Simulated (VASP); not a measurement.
Sn3S: single point with PBE

The system is Sn3S.

```
Sn S
1.0
     4.67877    0.00000    0.00000
     0.00000    4.67877    0.00000
     0.00000    0.00000    4.67877
Sn S
3 1
Direct
  0.00000 0.50000 0.50000
  0.50000 0.00000 0.50000
  0.50000 0.50000 0.00000
  0.00000 0.00000 0.00000
```

```json
{
 "Program": "VASP 6.6.1",
 "Task": "single point",
 "Functional": "PBE",
 "Potentials or basis": "VASP PAW PBE potentials, release 64 (Sn_d, S)",
 "Cutoff": "520 eV",
 "k mesh": "10 × 10 × 10",
 "Occupations": "gaussian, width 0.1 eV",
 "Spin": "no spin polarisation"
}
```

```yaml
Pressure: -0.1 GPa
Band_gap_on_the_k_mesh: zero (bands 24 and 25 overlap by 2.02 eV)
```

Levels at points of the mesh, in eV from the Fermi level:
```tsv
k point	band 20	band 21	band 22	band 23	band 24	band 25	band 26	band 27	band 28	band 29
(0.00, 0.00, 0.00)	-4.30	-4.30	-4.30	-0.30	-0.30	-0.30	2.50	2.50	2.50	4.22
(0.50, 0.00, 0.00)	-3.25	-3.25	-2.04	-1.79	-1.79	-0.01	1.86	2.07	2.07	2.37
(0.50, 0.50, 0.00)	-2.65	-2.39	-2.07	-2.07	-0.58	0.10	0.19	0.19	3.01	3.01
(0.50, 0.50, 0.50)	-5.18	-5.18	-5.18	-4.91	1.48	1.48	1.48	6.12	6.12	6.54
```

Wall time 45 s on 1 thread of Intel(R) Xeon(R) 6975P-C (Granite Rapids), with other jobs on the host, peak memory 0.29 GiB.

Caveat: spin-orbit coupling is left out, which moves the levels of the heavy elements.
